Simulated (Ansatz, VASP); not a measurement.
One calculation of Yb, two programs

```
Yb
1.0
     0.00000    4.43690    4.43690
     4.43690    0.00000    4.43690
     4.43690    4.43690    0.00000
Yb
2
Direct
  0.12500 0.12500 0.12500
  0.87500 0.87500 0.87500
```

Alike in both runs: functional revPBE; k mesh 7 × 7 × 7; occupations fermi-dirac, width 0.1 eV; no spin polarisation.

Ansatz relaxed the structure, and its values are those at the end. VASP's run is a single point on that final structure, the one shown.

|  | VASP | Ansatz |
| --- | --- | --- |
| version | VASP 6.6.1 | Ansatz 0.2.0 |
| potentials or method | VASP PAW PBE potentials, release 64 (Yb), cutoff 520 eV | plane waves (420 eV) with PAW, scalar-relativistic |
| valence electrons in the cell | 48 | 48 |

```tsv
	VASP	Ansatz	Ansatz less VASP
pressure (GPa)	-0.5	0.0	+0.52
```

VASP's potentials were made for PBE, not for revPBE.

Spin-orbit coupling is off throughout.
